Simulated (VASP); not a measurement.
# Ru in VASP: a series of runs

The runs below take Ru through single point, with PBE.

Program: VASP 6.6.1. These are calculated values, not measurements. Logs are shortened: lines on timing, memory, paths and dates and some standing lists are left out, and cuts for length are marked.

## Step 1: The cell of the first run

The typed cell holds 4 atoms: a = 2.708 Å, b = 5.415 Å, c = 4.287 Å, α = 90.00°, β = 90.00°, γ = 120.00°.

## Step 2: Single point, PBE

The input, INCAR:

```
SYSTEM = Ru
PREC     = Accurate       ! precision mode
ENCUT    = 500            ! plane-wave cutoff, eV
EDIFF    = 1E-6           ! SCF threshold, eV
ISMEAR   = -1             ! smearing method
SIGMA    = 0.1233         ! smearing width, eV
LREAL    = .False.        ! projectors in reciprocal space
LASPH    = .True.         ! aspherical terms in the spheres
NELM     = 120            ! most SCF steps
ALGO     = Normal         ! electronic algorithm
ISIF     = 2              ! what is computed and relaxed
LWAVE    = .False.        ! write WAVECAR
LCHARG   = .False.        ! write CHGCAR
GGA      = PE             ! functional
NBANDS   = 36             ! bands
GGA_COMPAT= .False.
```

The input, KPOINTS:

```
regular mesh
0
Gamma
  8 4 4
  0 0 0
```

The input, POSCAR:

```
Ru
1.0
    2.7075644500      0.0000000000      0.0000000000
   -2.7075644500      4.6896440300      0.0000000000
    0.0000000000      0.0000000000      4.2874988100
Ru
4
Direct
    0.3333000000      0.3333500000      0.2500000000
    0.3333000000      0.8333500000      0.2500000000
    0.6666000000      0.1666500000      0.7500000000
    0.6666000000      0.6666500000      0.7500000000
```

Potentials or basis: VASP PAW PBE potentials, release 64 (Ru_pv).

Started as:

```console
$ cat potpaw_PBE.64/Ru_pv/POTCAR > POTCAR
$ mpirun -np 1 vasp_std > vasp.out
```

OUTCAR:

```text
SYSTEM = Ru
   PREC = Accurate
   ENCUT = 500
   EDIFF = 1E-6
   ISMEAR = -1
   LREAL = .False.
   LASPH = .True.
   NELM = 120
   ISIF = 2
   GGA = PE

 ion  position               nearest neighbor table
   1  0.333  0.333  0.250-   4 2.65   4 2.65   3 2.65   3 2.65   3 2.65   3 2.65   2 2.71   2 2.71
                             2 2.71   2 2.71
   2  0.333  0.833  0.250-   3 2.65   3 2.65   4 2.65   4 2.65   4 2.65   4 2.65   1 2.71   1 2.71
                             1 2.71   1 2.71
   3  0.667  0.167  0.750-   2 2.65   2 2.65   1 2.65   1 2.65   1 2.65   1 2.65   4 2.71   4 2.71
                             4 2.71   4 2.71
   4  0.667  0.667  0.750-   1 2.65   1 2.65   2 2.65   2 2.65   2 2.65   2 2.65   3 2.71   3 2.71
                             3 2.71   3 2.71

  LATTYP: Found a simple orthorhombic cell.
 ALAT       =     2.7075644500
 B/A-ratio  =     1.5835260394
 C/A-ratio  =     1.7320525944

  Lattice vectors:

 A1 = (  -2.7075644500,   0.0000000000,   0.0000000000)
 A2 = (   0.0000000000,   0.0000000000,   4.2874988100)
 A3 = (   0.0000000000,   4.6896440300,   0.0000000000)

Analysis of symmetry for initial positions (statically):
=====================================================================
 Subroutine PRICEL returns following result:

  LATTYP: Found a hexagonal cell.
 ALAT       =     2.7075644500
 C/A-ratio  =     1.5835260394

  Lattice vectors:

 A1 = (   2.7075644500,   0.0000000000,   0.0000000000)
 A2 = (  -1.3537822250,   2.3448220150,   0.0000000000)
 A3 = (   0.0000000000,   0.0000000000,   4.2874988100)

   2 primitive cells build up your supercell.

 Routine SETGRP: Setting up the symmetry group for a
 simple orthorhombic supercell.

 Subroutine GETGRP returns: Found  8 space group operations
 (whereof  2 operations were pure point group operations)
 out of a pool of  8 trial point group operations.

The static configuration has the point symmetry C_2 .
 The point group associated with its full space group is D_2h.

Analysis of symmetry for dynamics (positions and initial velocities):
=====================================================================
 Subroutine PRICEL returns following result:

  LATTYP: Found a hexagonal cell.
 ALAT       =     2.7075644500
 C/A-ratio  =     1.5835260394

  Lattice vectors:

 A1 = (   2.7075644500,   0.0000000000,   0.0000000000)
 A2 = (  -1.3537822250,   2.3448220150,   0.0000000000)
 A3 = (   0.0000000000,   0.0000000000,   4.2874988100)

   2 primitive cells build up your supercell.

 Routine SETGRP: Setting up the symmetry group for a
 simple orthorhombic supercell.

 Subroutine GETGRP returns: Found  8 space group operations
 (whereof  2 operations were pure point group operations)
 out of a pool of  8 trial point group operations.

The dynamic configuration has the point symmetry C_2 .
 The point group associated with its full space group is D_2h.

 Subroutine INISYM returns: Found  8 space group operations
 (whereof  2 operations are pure point group operations),
 and found     2 'primitive' translations

----------------------------------------------------------------------------------------

                                     Primitive cell

  volume of cell :      27.2203

  direct lattice vectors                    reciprocal lattice vectors
     2.707564450  0.000000000  0.000000000     0.369335622  0.213235801  0.000000000
    -1.353782225  2.344822015  0.000000000     0.000000000  0.426471602  0.000000000
     0.000000000  0.000000000  4.287498810     0.000000000  0.000000000  0.233236216

  length of vectors
     2.707564450  2.707566545  4.287498810     0.426471931  0.426471602  0.233236216

  position of ions in fractional coordinates (direct lattice)
     0.333300000  0.666700000  0.250000000
     0.666600000  0.333300000  0.750000000

  ion indices of the primitive-cell ions
   primitive index   ion index
                 1           1
                 2           3

----------------------------------------------------------------------------------------

 KPOINTS: regular mesh

Automatic generation of k-mesh.
 Grid dimensions read from file:
 generate k-points for:    8    4    4

 Generating k-lattice:

  Cartesian coordinates                     Fractional coordinates (reciprocal lattice)
     0.046166953  0.026654475  0.000000000     0.125000000  0.000000000  0.000000000
     0.000000000  0.053308950  0.000000000     0.000000000  0.250000000  0.000000000
     0.000000000  0.000000000  0.058309054     0.000000000  0.000000000  0.250000000

  Length of vectors
     0.053308991  0.053308950  0.058309054

  Shift w.r.t. Gamma in fractional coordinates (k-lattice)
     0.000000000  0.000000000  0.000000000

 Subroutine IBZKPT returns following result:
 ===========================================

 Found     39 irreducible k-points:

 Following reciprocal coordinates:
            Coordinates               Weight
  0.000000  0.000000  0.000000      1.000000
  0.125000  0.000000  0.000000      4.000000
  0.250000  0.000000  0.000000      4.000000
  0.375000 -0.000000  0.000000      4.000000
  0.500000  0.000000  0.000000      1.000000
  0.000000  0.250000  0.000000      2.000000
[... 16 lines left out ...]
 -0.375000  0.250000  0.250000      8.000000
 -0.250000  0.250000  0.250000      4.000000
 [... further k-points ...]
   k-points           NKPTS =     39   k-points in BZ     NKDIM =     39   number of bands    NBANDS=     36
   number of dos      NEDOS =    301   number of ions     NIONS =      4
   total plane-waves  NPLWV =  25600
   dimension x,y,z NGX =    20 NGY =   40 NGZ =   32
   dimension x,y,z NGXF=    40 NGYF=   80 NGZF=   64
   ions per type =               4
   NGX,Y,Z   is equivalent  to a cutoff of  12.28, 12.28, 12.41 a.u.
   NGXF,Y,Z  is equivalent  to a cutoff of  24.56, 24.56, 24.82 a.u.
 SYSTEM =  Ru
   PREC   = accura    normal or accurate (medium, high low for compatibility)
   ISTART =      0    job   : 0-new  1-cont  2-samecut
   ICHARG =      2    charge: 1-file 2-atom 10-const
   ISPIN  =      1    spin polarized calculation?
   LNONCOLLINEAR =      F non collinear calculations
   LSORBIT =      F    spin-orbit coupling
   LASPH  =      T    aspherical Exc in radial PAW
   ENCUT  =  500.0 eV  36.75 Ry    6.06 a.u.   4.94  9.87  7.82*2*pi/ulx,y,z
   NELM   =    120;   NELMIN=  2; NELMDL= -5     # of ELM steps
   EDIFF  = 0.1E-05   stopping-criterion for ELM
   LREAL  =      F    real-space projection
   EDIFFG = 0.1E-04   stopping-criterion for IOM
   NSW    =      0    number of steps for IOM
   IBRION =     -1    ionic relax: 0-MD 1-quasi-New 2-CG
   NFREE  =      0    steps in history (QN), initial steepest desc. (CG)
   ISIF   =      2    stress and relaxation
   ISYM   =      2    0-nonsym 1-usesym 2-fastsym
   POTIM  = 0.5000    time-step for ionic-motion
   TEBEG  =    0.0;   TEEND  =   0.0 temperature during run
   PSTRESS=    0.0 pullay stress
   NELECT =      56.0000    total number of electrons
   NUPDOWN=      -1.0000    fix difference up-down
   EMIN   =  10.00;   EMAX   =-10.00  energy-range for DOS
   EFERMI =   0.00;   METHOD = LEGACY
   ISMEAR =    -1;   SIGMA  =   0.12  broadening in eV -4-tet -1-fermi 0-gaus
   EFERMI_NEDOS =   21; number of points for ismear=-14 and -15
   IALGO  =     38    algorithm
   IMIX   =      4    mixing-type and parameters
     AMIX     =   0.40;   BMIX     =  1.00
     AMIX_MAG =   1.60;   BMIX_MAG =  1.00
  volume/ion in A,a.u.               =      13.61        91.85
  Fermi-wavevector in a.u.,A,eV,Ry     =   1.652583  3.122929 37.157926  2.731030
  Thomas-Fermi vector in A             =   2.741167
   LORBIT       =      0    0 simple, 1 ext, 2 COOP (PROOUT), +10 PAW based schemes
   GGA     = PE    functional components
   LHFCALC =     F    Hartree Fock is set to
   AEXX    =    0.0000 exact exchange contribution
   IVDW    =     0    specifies the selected vdW correction
   LEPSILON=     F    determine dielectric tensor
   LRPA    =     F    only Hartree local field effects (RPA)
 non-spin polarized calculation
  energy-cutoff  :      500.00
  volume of cell :       54.44
 maximum number of plane-waves:      1402
   NGX =  9   NGY = 19   NGZ = 15

 number of electron      56.0000020 magnetization

 Free energy of the ion-electron system (eV)
  ---------------------------------------------------
  ext. energy  EPLUGINS =         0.00000000
  ---------------------------------------------------
  free energy    TOTEN  =       -37.04122585 eV

  energy without entropy =      -36.90928815  energy(sigma->0) =      -36.97525700

 E-fermi :  12.7806     XC(G=0): -14.1065

 val. band max:       12.7123520613   @ k =   0.2500   0.0000   0.2500
 cond. band min:      12.8016102850   @ k =   0.2500   0.0000   0.2500
 fundamental gap:      0.0892582238
 Fermi energy:        12.7805641634

 k-point     1 :       0.0000    0.0000    0.0000
  band No.  band energies     occupation
      1     -30.8626      2.00000
      2     -30.6650      2.00000
      3     -30.4763      2.00000
      4     -30.3856      2.00000
      5     -30.1532      2.00000
      6     -30.0190      2.00000
[... 28 lines left out ...]
     35      16.8460      0.00000
     36      18.9060      0.00000

 k-point     2 :       0.1250    0.0000    0.0000
  band No.  band energies     occupation
      1     -30.8108      2.00000
      2     -30.6076      2.00000
      3     -30.4308      2.00000
      4     -30.3876      2.00000
      5     -30.1968      2.00000
      6     -30.0325      2.00000
[... 28 lines left out ...]
     35      16.9734      0.00000
     36      20.4190      0.00000

 k-point     3 :       0.2500    0.0000    0.0000
  band No.  band energies     occupation
      1     -30.6710      2.00000
      2     -30.5087      2.00000
      3     -30.4271      2.00000
      4     -30.3895      2.00000
      5     -30.2950      2.00000
      6     -30.2075      2.00000
[... 28 lines left out ...]
     35      20.1649      0.00000
     36      22.1910      0.00000

 k-point     4 :       0.3750   -0.0000    0.0000
  band No.  band energies     occupation
      1     -30.6076      2.00000
      2     -30.5570      2.00000
      3     -30.4917      2.00000
      4     -30.4308      2.00000
      5     -30.3877      2.00000
      6     -30.3770      2.00000
[... 28 lines left out ...]
     35      20.4193      0.00000
     36      21.9288      0.00000

 k-point     5 :       0.5000    0.0000    0.0000
  band No.  band energies     occupation
      1     -30.6649      2.00000
      2     -30.6649      2.00000
      3     -30.4762      2.00000
      4     -30.4762      2.00000
      5     -30.3859      2.00000
      6     -30.3859      2.00000
[... 655 lines left out ...]
 k-point    22 :       0.5000    0.2500    0.2500
  band No.  band energies     occupation
      1     -30.6967      2.00000
      2     -30.6967      2.00000
      3     -30.5573      2.00000
      4     -30.5573      2.00000
      5     -30.2578      2.00000
      6     -30.2578      2.00000
[... 28 lines left out ...]
     35      19.2508      0.00000
     36      19.2508      0.00000

 k-point    23 :      -0.3750    0.2500    0.2500
  band No.  band energies     occupation
      1     -30.6177      2.00000
      2     -30.6068      2.00000
      3     -30.5210      2.00000
      4     -30.4230      2.00000
      5     -30.4018      2.00000
      6     -30.2259      2.00000
[... 28 lines left out ...]
     35      19.3757      0.00000
     36      19.9153      0.00000

 k-point    24 :      -0.2500    0.2500    0.2500
  band No.  band energies     occupation
      1     -30.6299      2.00000
      2     -30.6069      2.00000
      3     -30.5210      2.00000
      4     -30.4017      2.00000
      5     -30.1841      2.00000
      6     -30.1802      2.00000
[... 28 lines left out ...]
     35      19.3757      0.00000
     36      19.9151      0.00000

 [... further k-points ...]
[... 5 lines left out ...]
  --------------------------------------------------------------------------------------
  -------------------------------------------------------------------------------------
  Total        1.2877764      1.2895242      1.2090897      0.0000000      0.0000000      0.0000000
  in kB       37.8990517     37.9504886     35.5833140      0.0000000      0.0000000      0.0000000
  external PRESSURE =      37.1442848 kB  Pullay stress =       0.0000000 kB

 VOLUME and BASIS-vectors are now :
 -----------------------------------------------------------------------------
  energy-cutoff  :      500.00
  volume of cell :       54.44
      direct lattice vectors                 reciprocal lattice vectors
     2.707564450  0.000000000  0.000000000     0.369335622  0.213235801  0.000000000
    -2.707564450  4.689644030  0.000000000     0.000000000  0.213235801  0.000000000
     0.000000000  0.000000000  4.287498810     0.000000000  0.000000000  0.233236216

 POSITION                                       TOTAL-FORCE (eV/Angst)
 -----------------------------------------------------------------------------------
     -0.00014      1.56329      1.07187         0.000000     -0.001137     -0.000000
     -1.35392      3.90811      1.07187         0.000000     -0.001137     -0.000000
      1.35365      0.78153      3.21562         0.000000      0.001137      0.000000
     -0.00014      3.12635      3.21562         0.000000      0.001137      0.000000
 -----------------------------------------------------------------------------------
    total drift:                                0.000001      0.000000     -0.000000

  FREE ENERGIE OF THE ION-ELECTRON SYSTEM (eV)
  ---------------------------------------------------
  free  energy   TOTEN  =       -37.0412258510 eV

  energy  without entropy=      -36.9092881507  energy(sigma->0) =      -36.97525700
```

Wall time 50 s (1 thread of Intel Xeon Platinum 8375C at 2.90GHz (Ice Lake), shared host); peak memory 0.19 GiB.

Results:

* Free energy: -37.0412 eV
* Pressure: 3.7 GPa
* Band gap on the k mesh: zero (bands 28 and 29 overlap by 2.25 eV)

Stress tensor (GPa, compression positive):
```
3.79 0.00 0.00
0.00 3.80 0.00
0.00 0.00 3.56
```

Caveat: the k points lie up to 0.37 Å⁻¹ apart, too coarse for converged energies and pressures of a metal.

## Step 3: Single point, PBE

The input, INCAR:

```
ALGO = Normal
EDIFF = 1E-6
ENCUT = 500
GGA = PE
GGA_COMPAT = False
ISIF = 2
ISMEAR = -1
LASPH = True
LCHARG = True
LELF = True
LREAL = False
LVHAR = True
LWAVE = False
NBANDS = 36
NELM = 120
PREC = Accurate
SIGMA = 0.1233
```

The input, KPOINTS:

```
k-points
0
Gamma
  10 5 5
```

POSCAR is that of step 2.

Potentials or basis: VASP PAW PBE potentials, release 64 (Ru_pv).

Started as:

```console
$ cat potpaw_PBE.64/Ru_pv/POTCAR > POTCAR
$ mpirun -np 1 vasp_std > vasp.out
```

Wall time 77 s (1 thread of Intel Xeon Platinum 8375C at 2.90GHz (Ice Lake), shared host); peak memory 0.2 GiB.

It converged, with:

| Property | Result |
| --- | --- |
| Free energy | -37.0157 eV |
| Pressure | 3.9 GPa |
| Band gap on the k mesh | zero (bands 28 and 29 overlap by 2.46 eV) |

Stress tensor (GPa, compression positive):
```
4.99 0.00 0.00
0.00 4.99 0.00
0.00 0.00 1.74
```

Levels at points of the mesh, in eV from the Fermi level:
```tsv
k point	band 25	band 26	band 27	band 28	band 29	band 30	band 31	band 32
(0.00, 0.00, 0.00)	-1.82	-1.55	-1.41	-1.41	1.15	1.15	1.25	1.40
(0.50, 0.00, 0.00)	-1.55	-1.55	1.40	1.40	1.81	1.81	1.87	1.87
```

Caveat: the cell stands under pressure.
